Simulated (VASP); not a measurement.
# Ge (Fd-3m) in VASP: single point with PBE

Aim: the single point of Ge with PBE.

Program: VASP 6.6.1. These are calculated values, not measurements. Logs are shortened: lines on timing, memory, paths and dates and some standing lists are left out, and cuts for length are marked.

**1. The cell of the first run**

It takes space group Fd-3m (No. 227, cubic). The conventional cell has a = 5.761 Å, b = 5.761 Å, c = 5.761 Å, α = 90.00°, β = 90.00°, γ = 90.00°. Ge (site symmetry -43m) has 4 Ge at 2.49 Å within 3.3 Å.

**2. Single point, PBE**

Contents of POSCAR:

```
Ge
1.0
    0.0000000000      2.8806630390      2.8806630390
    2.8806630390      0.0000000000      2.8806630390
    2.8806630390      2.8806630390      0.0000000000
Ge
2
Direct
    0.0000000000      0.0000000000      0.0000000000
    0.2500000000      0.2500000000      0.2500000000
```

Contents of INCAR.step1:

```
PREC = Accurate
ENCUT = 410
EDIFF = 1E-6
ISMEAR = 0
SIGMA = 0.1
LREAL = F
LASPH = T
NELM = 120
ALGO = Normal
ISIF = 2
LWAVE = F
LCHARG = T
GGA = PE
NBANDS = 21
GGA_COMPAT = F
NEDOS = 2001
LORBIT = 11
```

Contents of KPOINTS.step1:

```
regular mesh
0
Gamma
  12 12 12
```

Contents of INCAR.step2:

```
PREC = Accurate
ENCUT = 410
EDIFF = 1E-6
ISMEAR = -5
SIGMA = 0.1
LREAL = F
LASPH = T
NELM = 120
ALGO = Normal
ISIF = 2
LWAVE = F
LCHARG = F
GGA = PE
LORBIT = 10
NEDOS = 2001
ICHARG = 11
GGA_COMPAT = F
```

Contents of KPOINTS.step2:

```
regular mesh
0
Gamma
  18 18 18
```

Potentials or basis: VASP PAW PBE potentials, release 64 (Ge_d).

Command:

```sh
cat potpaw_PBE.64/Ge_d/POTCAR > POTCAR
cp INCAR.step1 INCAR
cp KPOINTS.step1 KPOINTS
mpirun -np 1 vasp_std > vasp.out
cp INCAR.step2 INCAR
cp KPOINTS.step2 KPOINTS
mpirun -np 1 vasp_std > vasp.out
```

OUTCAR:

```text
PREC = Accurate
   ENCUT = 410
   EDIFF = 1E-6
   ISMEAR = -5
   LREAL = F
   LASPH = T
   NELM = 120
   ISIF = 2
   GGA = PE
   LORBIT = 10
   ICHARG = 11

 ion  position               nearest neighbor table
   1  0.000  0.000  0.000-   2 2.49   2 2.49   2 2.49   2 2.49
   2  0.250  0.250  0.250-   1 2.49   1 2.49   1 2.49   1 2.49

  LATTYP: Found a face centered cubic cell.
 ALAT       =     5.7613260780

  Lattice vectors:

 A1 = (   0.0000000000,   2.8806630390,   2.8806630390)
 A2 = (   2.8806630390,   0.0000000000,   2.8806630390)
 A3 = (   2.8806630390,   2.8806630390,   0.0000000000)

Analysis of symmetry for initial positions (statically):
=====================================================================
 Subroutine PRICEL returns:
 Original cell was already a primitive cell.

 Routine SETGRP: Setting up the symmetry group for a
 face centered cubic supercell.

 Subroutine GETGRP returns: Found 48 space group operations
 (whereof 24 operations were pure point group operations)
 out of a pool of 48 trial point group operations.

The static configuration has the point symmetry T_d .
 The point group associated with its full space group is O_h .

Analysis of symmetry for dynamics (positions and initial velocities):
=====================================================================
 Subroutine PRICEL returns:
 Original cell was already a primitive cell.

 Routine SETGRP: Setting up the symmetry group for a
 face centered cubic supercell.

 Subroutine GETGRP returns: Found 48 space group operations
 (whereof 24 operations were pure point group operations)
 out of a pool of 48 trial point group operations.

The dynamic configuration has the point symmetry T_d .
 The point group associated with its full space group is O_h .

 Subroutine INISYM returns: Found 48 space group operations
 (whereof 24 operations are pure point group operations),
 and found     1 'primitive' translations

----------------------------------------------------------------------------------------

                                     Primitive cell

  volume of cell :      47.8087

  direct lattice vectors                    reciprocal lattice vectors
     0.000000000  2.880663039  2.880663039    -0.173571151  0.173571151  0.173571151
     2.880663039  0.000000000  2.880663039     0.173571151 -0.173571151  0.173571151
     2.880663039  2.880663039  0.000000000     0.173571151  0.173571151 -0.173571151

  length of vectors
     4.073872738  4.073872738  4.073872738     0.300634053  0.300634053  0.300634053

  position of ions in fractional coordinates (direct lattice)
     0.000000000  0.000000000  0.000000000
     0.250000000  0.250000000  0.250000000

  ion indices of the primitive-cell ions
   primitive index   ion index
                 1           1
                 2           2

----------------------------------------------------------------------------------------

 KPOINTS: regular mesh

Automatic generation of k-mesh.
 Grid dimensions read from file:
 generate k-points for:   18   18   18

 Generating k-lattice:

  Cartesian coordinates                     Fractional coordinates (reciprocal lattice)
    -0.009642842  0.009642842  0.009642842     0.055555556  0.000000000  0.000000000
     0.009642842 -0.009642842  0.009642842     0.000000000  0.055555556  0.000000000
     0.009642842  0.009642842 -0.009642842     0.000000000  0.000000000  0.055555556

  Length of vectors
     0.016701892  0.016701892  0.016701892

  Shift w.r.t. Gamma in fractional coordinates (k-lattice)
     0.000000000  0.000000000  0.000000000

 TETIRR: Found    806 inequivalent tetrahedra from    34992

 Subroutine IBZKPT returns following result:
 ===========================================

 Found    195 irreducible k-points:

 Following reciprocal coordinates:
            Coordinates               Weight
  0.000000  0.000000  0.000000      1.000000
  0.055556  0.000000  0.000000      8.000000
  0.111111  0.000000  0.000000      8.000000
  0.166667  0.000000  0.000000      8.000000
  0.222222  0.000000  0.000000      8.000000
  0.277778  0.000000  0.000000      8.000000
[... 16 lines left out ...]
 -0.277778  0.055556  0.000000     24.000000
 -0.222222  0.055556  0.000000     24.000000
 [... further k-points ...]
   k-points           NKPTS =    195   k-points in BZ     NKDIM =    195   number of bands    NBANDS=     18
   number of dos      NEDOS =   2001   number of ions     NIONS =      2
   total plane-waves  NPLWV =  21952
   dimension x,y,z NGX =    28 NGY =   28 NGZ =   28
   dimension x,y,z NGXF=    56 NGYF=   56 NGZF=   56
   ions per type =               2
   NGX,Y,Z   is equivalent  to a cutoff of  11.43, 11.43, 11.43 a.u.
   NGXF,Y,Z  is equivalent  to a cutoff of  22.85, 22.85, 22.85 a.u.
 SYSTEM =  unknown system
   PREC   = accura    normal or accurate (medium, high low for compatibility)
   ISTART =      0    job   : 0-new  1-cont  2-samecut
   ICHARG =     11    charge: 1-file 2-atom 10-const
   ISPIN  =      1    spin polarized calculation?
   LNONCOLLINEAR =      F non collinear calculations
   LSORBIT =      F    spin-orbit coupling
   LASPH  =      T    aspherical Exc in radial PAW
   ENCUT  =  410.0 eV  30.13 Ry    5.49 a.u.   6.73  6.73  6.73*2*pi/ulx,y,z
   NELM   =    120;   NELMIN=  2; NELMDL=  0     # of ELM steps
   EDIFF  = 0.1E-05   stopping-criterion for ELM
   LREAL  =      F    real-space projection
[... 7 lines left out ...]
   TEBEG  =    0.0;   TEEND  =   0.0 temperature during run
   PSTRESS=    0.0 pullay stress
   NELECT =      28.0000    total number of electrons
   NUPDOWN=      -1.0000    fix difference up-down
   EMIN   =  10.00;   EMAX   =-10.00  energy-range for DOS
   EFERMI =   0.00;   METHOD = LEGACY
   ISMEAR =    -5;   SIGMA  =   0.10  broadening in eV -4-tet -1-fermi 0-gaus
   EFERMI_NEDOS =   21; number of points for ismear=-14 and -15
   IALGO  =     38    algorithm
   IMIX   =      4    mixing-type and parameters
     AMIX     =   0.40;   BMIX     =  1.00
     AMIX_MAG =   1.60;   BMIX_MAG =  1.00
  volume/ion in A,a.u.               =      23.90       161.31
  Fermi-wavevector in a.u.,A,eV,Ry     =   1.369699  2.588355 25.525544  1.876075
  Thomas-Fermi vector in A             =   2.495551
   LORBIT       =     10    0 simple, 1 ext, 2 COOP (PROOUT), +10 PAW based schemes
   GGA     = PE    functional components
   LHFCALC =     F    Hartree Fock is set to
   AEXX    =    0.0000 exact exchange contribution
   IVDW    =     0    specifies the selected vdW correction
   LEPSILON=     F    determine dielectric tensor
   LRPA    =     F    only Hartree local field effects (RPA)
 non-spin polarized calculation
 Fermi weights with tetrahedron method with Bloechl corrections
  energy-cutoff  :      410.00
  volume of cell :       47.81
 maximum number of plane-waves:       934

 number of electron      27.9999983 magnetization

 Free energy of the ion-electron system (eV)
  ---------------------------------------------------
  ext. energy  EPLUGINS =         0.00000000
  ---------------------------------------------------
  free energy    TOTEN  =        -9.03792039 eV

  energy without entropy =       -9.03792039  energy(sigma->0) =       -9.03792039

 E-fermi :   4.4738     XC(G=0):  -9.6694

 val. band max:        4.4725070816   @ k =   0.0000   0.0000   0.0000
 cond. band min:       4.4725087311   @ k =   0.0000   0.0000   0.0000
 fundamental gap:      0.0000016495
 Fermi energy:         4.4737780103

 k-point     1 :       0.0000    0.0000    0.0000
  band No.  band energies     occupation
      1     -20.2656      2.00000
      2     -20.2656      2.00000
      3     -20.2656      2.00000
      4     -20.2332      2.00000
      5     -20.2332      2.00000
      6     -20.0510      2.00000
[... 10 lines left out ...]
     17       7.0052      0.00000
     18       7.0052      0.00000

 k-point     2 :       0.0556    0.0000    0.0000
  band No.  band energies     occupation
      1     -20.2674      2.00000
      2     -20.2674      2.00000
      3     -20.2652      2.00000
      4     -20.2311      2.00000
      5     -20.2311      2.00000
      6     -20.0545      2.00000
[... 10 lines left out ...]
     17       7.1026      0.00000
     18       7.1408      0.00000

 k-point     3 :       0.1111    0.0000    0.0000
  band No.  band energies     occupation
      1     -20.2714      2.00000
      2     -20.2714      2.00000
      3     -20.2638      2.00000
      4     -20.2254      2.00000
      5     -20.2254      2.00000
      6     -20.0605      2.00000
[... 10 lines left out ...]
     17       7.3505      0.00000
     18       7.6296      0.00000

 k-point     4 :       0.1667    0.0000    0.0000
  band No.  band energies     occupation
      1     -20.2758      2.00000
      2     -20.2758      2.00000
      3     -20.2618      2.00000
      4     -20.2186      2.00000
      5     -20.2186      2.00000
      6     -20.0665      2.00000
[... 10 lines left out ...]
     17       7.6570      0.00000
     18       8.4125      0.00000

 k-point     5 :       0.2222    0.0000    0.0000
  band No.  band energies     occupation
      1     -20.2797      2.00000
      2     -20.2797      2.00000
      3     -20.2594      2.00000
      4     -20.2119      2.00000
      5     -20.2119      2.00000
      6     -20.0719      2.00000
[... 10 lines left out ...]
     17       7.9329      0.00000
     18       9.3254      0.00000

 k-point     6 :       0.2778    0.0000    0.0000
  band No.  band energies     occupation
      1     -20.2827      2.00000
      2     -20.2827      2.00000
      3     -20.2565      2.00000
      4     -20.2062      2.00000
      5     -20.2062      2.00000
      6     -20.0762      2.00000
[... 10 lines left out ...]
     17       8.1169      0.00000
     18      10.2899      0.00000

 k-point     7 :       0.3333    0.0000    0.0000
  band No.  band energies     occupation
      1     -20.2847      2.00000
      2     -20.2847      2.00000
      3     -20.2539      2.00000
      4     -20.2018      2.00000
      5     -20.2018      2.00000
      6     -20.0792      2.00000
[... 10 lines left out ...]
     17       8.1986      0.00000
     18      11.2226      0.00000

 k-point     8 :       0.3889    0.0000    0.0000
  band No.  band energies     occupation
      1     -20.2862      2.00000
      2     -20.2862      2.00000
      3     -20.2519      2.00000
      4     -20.1990      2.00000
      5     -20.1990      2.00000
      6     -20.0811      2.00000
[... 10 lines left out ...]
     17       8.2119      0.00000
     18      11.6410      0.00000
[... 229 lines left out ...]
     17       8.3369      0.00000
     18      11.7094      0.00000

 k-point    20 :      -0.4444    0.0556    0.0000
  band No.  band energies     occupation
      1     -20.2892      2.00000
      2     -20.2879      2.00000
      3     -20.2467      2.00000
      4     -20.1968      2.00000
      5     -20.1943      2.00000
      6     -20.0851      2.00000
[... 10 lines left out ...]
     17       8.2779      0.00000
     18      11.7234      0.00000

 k-point    21 :      -0.3889    0.0556    0.0000
  band No.  band energies     occupation
      1     -20.2880      2.00000
      2     -20.2879      2.00000
      3     -20.2480      2.00000
      4     -20.1992      2.00000
      5     -20.1944      2.00000
      6     -20.0861      2.00000
[... 10 lines left out ...]
     17       8.2399      0.00000
     18      11.6786      0.00000

 k-point    22 :      -0.3333    0.0556    0.0000
  band No.  band energies     occupation
      1     -20.2873      2.00000
      2     -20.2860      2.00000
      3     -20.2506      2.00000
      4     -20.2025      2.00000
      5     -20.1960      2.00000
      6     -20.0859      2.00000
[... 10 lines left out ...]
     17       8.2988      0.00000
     18      11.2549      0.00000

 k-point    23 :      -0.2778    0.0556    0.0000
  band No.  band energies     occupation
      1     -20.2859      2.00000
      2     -20.2834      2.00000
      3     -20.2538      2.00000
      4     -20.2067      2.00000
      5     -20.1997      2.00000
      6     -20.0839      2.00000
[... 10 lines left out ...]
     17       8.2892      0.00000
     18      10.4585      0.00000

 k-point    24 :      -0.2222    0.0556    0.0000
  band No.  band energies     occupation
      1     -20.2833      2.00000
      2     -20.2799      2.00000
      3     -20.2574      2.00000
      4     -20.2119      2.00000
      5     -20.2050      2.00000
      6     -20.0801      2.00000
[... 10 lines left out ...]
     17       8.1398      0.00000
     18       9.6387      0.00000

 [... further k-points ...]
[... 5 lines left out ...]
  --------------------------------------------------------------------------------------
  -------------------------------------------------------------------------------------
  Total       -0.2008645     -0.2008645     -0.2008645     -0.0000000      0.0000000     -0.0000000
  in kB       -6.7314143     -6.7314143     -6.7314143     -0.0000000      0.0000000     -0.0000000
  external PRESSURE =      -6.7314143 kB  Pullay stress =       0.0000000 kB

 VOLUME and BASIS-vectors are now :
 -----------------------------------------------------------------------------
  energy-cutoff  :      410.00
  volume of cell :       47.81
      direct lattice vectors                 reciprocal lattice vectors
     0.000000000  2.880663039  2.880663039    -0.173571151  0.173571151  0.173571151
     2.880663039  0.000000000  2.880663039     0.173571151 -0.173571151  0.173571151
     2.880663039  2.880663039  0.000000000     0.173571151  0.173571151 -0.173571151

 POSITION                                       TOTAL-FORCE (eV/Angst)
 -----------------------------------------------------------------------------------
      0.00000      0.00000      0.00000         0.000000     -0.000000      0.000000
      1.44033      1.44033      1.44033        -0.000000      0.000000     -0.000000
 -----------------------------------------------------------------------------------
    total drift:                                0.000000      0.000000      0.000000

  FREE ENERGIE OF THE ION-ELECTRON SYSTEM (eV)
  ---------------------------------------------------
  free  energy   TOTEN  =        -9.0379203879 eV

  energy  without entropy=       -9.0379203879  energy(sigma->0) =       -9.03792039

 total charge

# of ion       s       p       d       tot
------------------------------------------
    1        1.136   1.209  10.015  12.361
    2        1.136   1.209  10.015  12.361
--------------------------------------------------
tot          2.273   2.418  20.031  24.721
```

Wall time 46 s (1 thread of Intel Xeon 6975P-C (Granite Rapids), shared host); peak memory 0.22 GiB.

What came out:

| Quantity | Value |
| --- | --- |
| Valence electrons inside the program's atomic spheres | Ge 12.36 |
